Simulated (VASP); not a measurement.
# InP (I4mm) in VASP: notebook, part 2 of 2

VASP 6.6.1. Earlier steps stand in the parts before.

**3. Single point, PBEsol**

Input file INCAR:

```
SYSTEM = InP
PREC     = Accurate       ! precision mode
ENCUT    = 520            ! plane-wave cutoff, eV
EDIFF    = 1E-6           ! SCF threshold, eV
ISMEAR   = 0              ! smearing method
SIGMA    = 0.15           ! smearing width, eV
LREAL    = .FALSE.        ! projectors in reciprocal space
LASPH    = .TRUE.         ! aspherical terms in the spheres
NELM     = 80             ! most SCF steps
ALGO     = Normal         ! electronic algorithm
ISIF     = 2              ! what is computed and relaxed
LWAVE    = .FALSE.        ! write WAVECAR
LCHARG   = .FALSE.        ! write CHGCAR
GGA      = PS             ! functional
NBANDS   = 16             ! bands
```

Input file KPOINTS:

```
Automatic mesh
0
G
  14 14 14
  0 0 0
```

Input file POSCAR:

```
InP
1.0
    0.0000000000      2.8550000000      2.8550000000
    2.8550000000      0.0000000000      2.8550000000
    2.8550000000      2.8550000000      0.0000000000
In P
1 1
Direct
    0.0000000000      0.0000000000      0.0000000000
    0.4343257443      0.4343257443      0.5656742557
```

Potentials or basis: VASP PAW PBE potentials, release 64 (In_d, P).

Started as:

```sh
$ cat potpaw_PBE.64/In_d/POTCAR potpaw_PBE.64/P/POTCAR > POTCAR
$ mpirun -np 1 vasp_std > vasp.out
```

OUTCAR:

```text
SYSTEM = InP
   PREC = Accurate
   ENCUT = 520
   EDIFF = 1E-6
   ISMEAR = 0
   LREAL = .FALSE.
   LASPH = .TRUE.
   NELM = 80
   ISIF = 2
   GGA = PS

 ion  position               nearest neighbor table
   1  0.000  0.000  0.000-   2 2.48   2 2.88   2 2.88   2 2.88   2 2.88   2 3.23
   2  0.434  0.434  0.566-   1 2.48   1 2.88   1 2.88   1 2.88   1 2.88   1 3.23

  LATTYP: Found a face centered cubic cell.
 ALAT       =     5.7100000000

  Lattice vectors:

 A1 = (   0.0000000000,   2.8550000000,   2.8550000000)
 A2 = (   2.8550000000,   0.0000000000,   2.8550000000)
[... 642 lines left out ...]

  FORCE on cell =-STRESS in cart. coord.  units (eV):
  Direction    XX          YY          ZZ          XY          YZ          ZX
  --------------------------------------------------------------------------------------
  -------------------------------------------------------------------------------------
  Total       -2.6504956     -2.6504956      0.8602156      0.0000000     -0.0000000      0.0000000
  in kB      -91.2408514    -91.2408514     29.6121250      0.0000000     -0.0000000      0.0000000
  external PRESSURE =     -50.9565259 kB  Pullay stress =       0.0000000 kB

 VOLUME and BASIS-vectors are now :
 -----------------------------------------------------------------------------
  energy-cutoff  :      520.00
  volume of cell :       46.54
      direct lattice vectors                 reciprocal lattice vectors
     0.000000000  2.855000000  2.855000000    -0.175131349  0.175131349  0.175131349
     2.855000000  0.000000000  2.855000000     0.175131349 -0.175131349  0.175131349
     2.855000000  2.855000000  0.000000000     0.175131349  0.175131349 -0.175131349

 POSITION                                       TOTAL-FORCE (eV/Angst)
 -----------------------------------------------------------------------------------
      0.00000      0.00000      0.00000         0.000000      0.000000     -0.925918
      2.85500      2.85500      2.48000         0.000000      0.000000      0.925918
 -----------------------------------------------------------------------------------
    total drift:                               -0.000000     -0.000000     -0.000229

  FREE ENERGIE OF THE ION-ELECTRON SYSTEM (eV)
  ---------------------------------------------------
  free  energy   TOTEN  =        -8.5210362812 eV

  energy  without entropy=       -8.5057066349  energy(sigma->0) =       -8.51337146
```

It took 86 s on 1 thread of AMD EPYC 9R45 (Zen 5), shared host; peak memory 0.27 GiB.

What came out:

```yaml
Free_energy: -8.5210 eV
Pressure: -5.1 GPa
Largest_force: 0.926 eV/Å
Band_gap_on_the_k_mesh: zero (bands 9 and 10 overlap by 2.31 eV)
```

Forces in eV/Å, atoms in the order of the input:
```
In   0.000  0.000 -0.926
P    0.000  0.000  0.926
```

Stress tensor (GPa, compression positive):
```
-9.12  0.00  0.00
 0.00 -9.12  0.00
 0.00  0.00  2.96
```

Levels at points of the mesh, in eV from the Fermi level:
```tsv
k point	band 7	band 8	band 9	band 10	band 11	band 12
(0.00, 0.00, 0.00)	-0.31	-0.07	0.00	0.00	6.13	6.13
(0.50, 0.00, 0.00)	-6.11	-0.16	0.13	2.38	3.53	3.94
(0.50, 0.50, 0.00)	-5.03	-2.00	-2.00	-1.95	3.99	9.20
(0.00, 0.50, 0.50)	-4.38	-2.82	-1.82	-1.69	3.54	9.38
```

Caveat: the cell differs from its parent crystal (all P atoms moved +0.375 Å, as atom 2 towards its neighbour atom 1 (In) at 2.855 Å); the stress differs along the axes, from -9 to 3 GPa; the PAW data sets were made with another functional, which shifts forces and pressure a little; spin-orbit coupling is left out, which moves the levels of the heavy elements.

**4. Single point, PBEsol**

Input file INCAR:

```
PREC = Accurate
ENCUT = 520
EDIFF = 1E-6
ISMEAR = 0
SIGMA = 0.15
LREAL = False
LASPH = True
NELM = 100
ALGO = Normal
ISIF = 2
LWAVE = False
LCHARG = False
GGA = PS
NBANDS = 16
```

Input file KPOINTS:

```
regular mesh
0
Gamma
  14 14 14
```

POSCAR, as its differences from that of step 3:

```diff
@@ -9,2 +9,2 @@
     0.0000000000      0.0000000000      0.0000000000
-    0.4343257443      0.4343257443      0.5656742557
+    0.5437828371      0.5437828371      0.4562171629
```

Started as:

```sh
$ cat potpaw_PBE.64/In_d/POTCAR potpaw_PBE.64/P/POTCAR > POTCAR
$ mpirun -np 1 vasp_std > vasp.out
```

It took 86 s on 1 thread of AMD EPYC 9R45 (Zen 5), shared host; peak memory 0.27 GiB.

It converged, with:

```yaml
Free_energy: -8.5978 eV
Pressure: -6.9 GPa
Largest_force: 0.369 eV/Å
Band_gap_on_the_k_mesh: zero (bands 9 and 10 overlap by 2.36 eV)
```

Forces on the atoms (eV/Å):
```
In   0.000  0.000  0.369
P    0.000  0.000 -0.369
```

Stress tensor (GPa, compression positive):
```
-8.63  0.00  0.00
 0.00 -8.63  0.00
 0.00  0.00 -3.42
```

Levels at points of the mesh, in eV from the Fermi level:
```
           k point  band 6  band 7  band 8  band 9  band 10  band 11  band 12  band 13
(0.00, 0.00, 0.00)  -11.37   -0.25   -0.12   -0.10    -0.10     6.53     6.53     7.06
(0.50, 0.00, 0.00)   -9.56   -6.15    0.00    0.15     2.39     3.46     3.66     4.55
(0.50, 0.50, 0.00)   -8.66   -4.73   -2.28   -2.02    -2.02     3.97     9.13     9.13
(0.00, 0.50, 0.50)   -8.73   -4.39   -2.73   -1.93    -1.85     3.76     9.26     9.34
```

Caveat: the cell differs from its parent crystal (all P atoms moved -0.250 Å, as atom 2 towards its neighbour atom 1 (In) at 2.855 Å); the stress differs along the axes, from -9 to -3 GPa; the PAW data sets were made with another functional, which shifts forces and pressure a little; spin-orbit coupling is left out, which moves the levels of the heavy elements.

**5. Single point, PBEsol**

Input file INCAR:

```
  ALGO = Normal
  EDIFF = 1E-6
  ENCUT = 520
  GGA = PS
  ISIF = 2
  ISMEAR = 0
  LASPH = True
  LCHARG = False
  LREAL = False
  LWAVE = False
  NBANDS = 16
  NELM = 100
  PREC = Accurate
  SIGMA = 0.15
```

Input file KPOINTS:

```
k-points
0
Gamma
  14 14 14
```

POSCAR, as its differences from that of step 4:

```diff
@@ -9,2 +9,2 @@
     0.0000000000      0.0000000000      0.0000000000
-    0.5437828371      0.5437828371      0.4562171629
+    0.4781085814      0.4781085814      0.5218914186
```

Potentials or basis: VASP PAW PBE potentials, release 64 (In_d, P).

Started as:

```sh
$ cat potpaw_PBE.64/In_d/POTCAR potpaw_PBE.64/P/POTCAR > POTCAR
$ mpirun -np 1 vasp_std > vasp.out
```

OUTCAR:

```text
EDIFF = 1E-6
   ENCUT = 520
   GGA = PS
   ISIF = 2
   ISMEAR = 0
   LASPH = True
   LREAL = False
   NELM = 100
   PREC = Accurate

 ion  position               nearest neighbor table
   1  0.000  0.000  0.000-   2 2.73   2 2.86   2 2.86   2 2.86   2 2.86   2 2.98
   2  0.478  0.478  0.522-   1 2.73   1 2.86   1 2.86   1 2.86   1 2.86   1 2.98

  LATTYP: Found a face centered cubic cell.
 ALAT       =     5.7100000000

  Lattice vectors:

 A1 = (   0.0000000000,   2.8550000000,   2.8550000000)
 A2 = (   2.8550000000,   0.0000000000,   2.8550000000)
 A3 = (   2.8550000000,   2.8550000000,   0.0000000000)

Analysis of symmetry for initial positions (statically):
=====================================================================
 Subroutine PRICEL returns:
 Original cell was already a primitive cell.

 Routine SETGRP: Setting up the symmetry group for a
 face centered cubic supercell.

 Subroutine GETGRP returns: Found  8 space group operations
 (whereof  8 operations were pure point group operations)
 out of a pool of 48 trial point group operations.

The static configuration has the point symmetry C_4v.

Analysis of symmetry for dynamics (positions and initial velocities):
=====================================================================
 Subroutine PRICEL returns:
 Original cell was already a primitive cell.

 Routine SETGRP: Setting up the symmetry group for a
 face centered cubic supercell.

 Subroutine GETGRP returns: Found  8 space group operations
 (whereof  8 operations were pure point group operations)
 out of a pool of 48 trial point group operations.

The dynamic configuration has the point symmetry C_4v.

 Subroutine INISYM returns: Found  8 space group operations
 (whereof  8 operations are pure point group operations),
 and found     1 'primitive' translations

----------------------------------------------------------------------------------------

[... 111 lines left out ...]
     AMIX     =   0.40;   BMIX     =  1.00
     AMIX_MAG =   1.60;   BMIX_MAG =  1.00
  volume/ion in A,a.u.               =      23.27       157.04
  Fermi-wavevector in a.u.,A,eV,Ry     =   1.192750  2.253971 19.356375  1.422653
  Thomas-Fermi vector in A             =   2.328781
   LORBIT       =      0    0 simple, 1 ext, 2 COOP (PROOUT), +10 PAW based schemes
   GGA     = PS    functional components
   LHFCALC =     F    Hartree Fock is set to
   AEXX    =    0.0000 exact exchange contribution
   IVDW    =     0    specifies the selected vdW correction
   LEPSILON=     F    determine dielectric tensor
   LRPA    =     F    only Hartree local field effects (RPA)
 non-spin polarized calculation
 Gauss-broadening in eV      SIGMA  =   0.15
  energy-cutoff  :      520.00
  volume of cell :       46.54
 maximum number of plane-waves:      1275
   NGX = 15   NGY = 15   NGZ = 15

 number of electron      17.9999993 magnetization

 Free energy of the ion-electron system (eV)
  ---------------------------------------------------
  ext. energy  EPLUGINS =         0.00000000
  ---------------------------------------------------
  free energy    TOTEN  =        -8.62571702 eV

  energy without entropy =       -8.61106591  energy(sigma->0) =       -8.61839146

 E-fermi :   5.8270     XC(G=0): -10.1339

 val. band max:        5.8246142164   @ k =   0.1429   0.0714   0.3571
 cond. band min:       5.8424855756   @ k =  -0.3571   0.1429   0.0000
 fundamental gap:      0.0178713592
 Fermi energy:         5.8269969702

 k-point     1 :       0.0000    0.0000    0.0000
  band No.  band energies     occupation
      1      -8.1932      2.00000
      2      -8.1857      2.00000
      3      -8.1720      2.00000
      4      -8.1720      2.00000
      5      -8.1703      2.00000
      6      -5.5395      2.00000
[... 433 lines left out ...]
      3      -8.1734      2.00000
      4      -8.1136      2.00000
      5      -8.1126      2.00000
      6      -3.7567      2.00000
[... 8 lines left out ...]
     15      16.3506      0.00000
     16      17.4427      0.00000

 [... further k-points ...]

------------------------ aborting loop because EDIFF is reached ----------------------------------------

  FORCE on cell =-STRESS in cart. coord.  units (eV):
  Direction    XX          YY          ZZ          XY          YZ          ZX
  --------------------------------------------------------------------------------------
  -------------------------------------------------------------------------------------
  Total       -2.4069081     -2.4069081     -2.0374649      0.0000000      0.0000000      0.0000000
  in kB      -82.8555801    -82.8555801    -70.1378395      0.0000000      0.0000000      0.0000000
  external PRESSURE =     -78.6163332 kB  Pullay stress =       0.0000000 kB

 VOLUME and BASIS-vectors are now :
 -----------------------------------------------------------------------------
  energy-cutoff  :      520.00
  volume of cell :       46.54
      direct lattice vectors                 reciprocal lattice vectors
     0.000000000  2.855000000  2.855000000    -0.175131349  0.175131349  0.175131349
     2.855000000  0.000000000  2.855000000     0.175131349 -0.175131349  0.175131349
     2.855000000  2.855000000  0.000000000     0.175131349  0.175131349 -0.175131349

 POSITION                                       TOTAL-FORCE (eV/Angst)
 -----------------------------------------------------------------------------------
      0.00000      0.00000      0.00000         0.000000      0.000000     -0.113030
      2.85500      2.85500      2.73000         0.000000      0.000000      0.113030
 -----------------------------------------------------------------------------------
    total drift:                               -0.000000     -0.000000      0.000259

  FREE ENERGIE OF THE ION-ELECTRON SYSTEM (eV)
  ---------------------------------------------------
  free  energy   TOTEN  =        -8.6257170162 eV

  energy  without entropy=       -8.6110659052  energy(sigma->0) =       -8.61839146
```

stdout:

```text
POSCAR found type information on POSCAR InP
 POSCAR found :  2 types and       2 ions
 scaLAPACK will be used
 -----------------------------------------------------------------------------
|                                                                             |
|                                                                             |
|     You enforced a specific xc type in the INCAR file but a different       |
|     I HOPE YOU KNOW WHAT YOU ARE DOING!                                     |
|                                                                             |
 -----------------------------------------------------------------------------

 LDA part: xc-table for (Slater+PW92), standard interpolation
 POSCAR, INCAR and KPOINTS ok, starting setup
 FFT: planning ... GRIDC
 FFT: planning ... GRID_SOFT
 FFT: planning ... GRID
 WAVECAR not read
 entering main loop
```

Wall time 80 s (1 thread of AMD EPYC 9R45 (Zen 5), shared host); peak memory 0.27 GiB.

What came out:

- Free energy: -8.6257 eV
- Pressure: -7.9 GPa
- Largest force: 0.113 eV/Å
- Band gap on the k mesh: zero (bands 9 and 10 overlap by 2.35 eV)

Forces on the atoms (eV/Å):
```
In   0.000  0.000 -0.113
P    0.000  0.000  0.113
```

Stress tensor (GPa, compression positive):
```
-8.29  0.00  0.00
 0.00 -8.29  0.00
 0.00  0.00 -7.01
```

Caveat: the cell differs from its parent crystal (all P atoms moved +0.125 Å, as atom 2 towards its neighbour atom 1 (In) at 2.855 Å); the cell stands under tension; the PAW data sets were made with another functional, which shifts forces and pressure a little; spin-orbit coupling is left out, which moves the levels of the heavy elements.

**6. The runs side by side**

| cell | gap on the mesh (eV) | pressure (GPa) | largest force (eV/Å) |
| --- | --- | --- | --- |
| as given, atomic positions A | none | -2.2 | 1.99 |
| as given, atomic positions B | none | -5.1 | 0.93 |
| as given, atomic positions C | none | -6.9 | 0.37 |
| as given, atomic positions D | none | -7.9 | 0.11 |

Alike in all rows: task single point; level PBEsol; potentials or basis VASP PAW PBE potentials, release 64 (In_d, P); no spin polarisation; k mesh 14 × 14 × 14; cutoff (eV) 520; smearing gaussian 0.15 eV.

Caveats: the PAW data sets were made with another functional, which shifts forces and pressure a little; spin-orbit coupling is left out, which moves the levels of the heavy elements; the stress differs along the axes, from -10 to 13 GPa (at least some runs); the stress differs along the axes, from -9 to 3 GPa (at least some runs); the stress differs along the axes, from -9 to -3 GPa (at least some runs); the cell stands under tension (at least some runs).

Total energies depend on the potentials used, so only differences within one code and one set of settings carry meaning.
